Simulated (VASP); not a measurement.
A run of VASP 6.6.1 is set up as follows.

INCAR

```
SYSTEM = BaCd3Se4
ALGO = Normal ; EDIFF = 1E-6
EDIFFG = -0.08 ; ENCUT = 600
GGA = PE ; IBRION = 2
ISIF = 3 ; ISMEAR = 0
LASPH = .True. ; LCHARG = .False.
LREAL = .False. ; LWAVE = .False.
NELM = 100 ; NSW = 36
PREC = Accurate ; SIGMA = 0.15
```

Contents of KPOINTS:

```
k-points
0
Gamma
  2 2 2
  0 0 0
```

The input POSCAR:

```
BaCd3Se4
1.0
    3.3589470500      1.9392889800      6.4979102600
   -3.3589470500      1.9392889800      6.4979102600
    0.0000000000     -3.8785779700      6.4979102600
Ba Cd Se
1 3 4
Direct
    0.5000000000      0.5000000000      0.5000000000
    0.5000000000      0.5000000000      0.0000000000
    0.0000000000      0.5000000000      0.5000000000
    0.5000000000      0.0000000000      0.5000000000
    0.9110592000      0.9110592000      0.9110592000
    0.0889408000      0.0889408000      0.0889408000
    0.1966686200      0.1966686200      0.1966686200
    0.8033313800      0.8033313800      0.8033313800
```

Potentials or basis: VASP PAW PBE potentials, release 64 (Ba_sv, Cd, Se).

Command:

```console
$ cat potpaw_PBE.64/Ba_sv/POTCAR potpaw_PBE.64/Cd/POTCAR potpaw_PBE.64/Se/POTCAR > POTCAR
$ mpirun -np 1 vasp_std > vasp.out
```

What does it give for the relaxed volume?

25.94 Å³/atom.

Predict the relaxed cell.

a = 7.533 Å, b = 7.533 Å, c = 7.533 Å, α = 46.79°, β = 46.79°, γ = 46.79°.

Predict the band gap on the k mesh.

0.74 eV.

Stress tensor (GPa, compression positive):
```
-0.35  0.00  0.00
 0.00 -0.35  0.00
 0.00  0.00  0.06
```

Caveat: the k points lie up to 0.63 Å⁻¹ apart in the final cell; the volume moved by over 15 % at a fixed basis, so the end points are rough; semilocal functionals underestimate gaps, and a narrow one can read as zero; spin-orbit coupling is left out, which moves the levels of the heavy elements. A k mesh can miss the band edges.
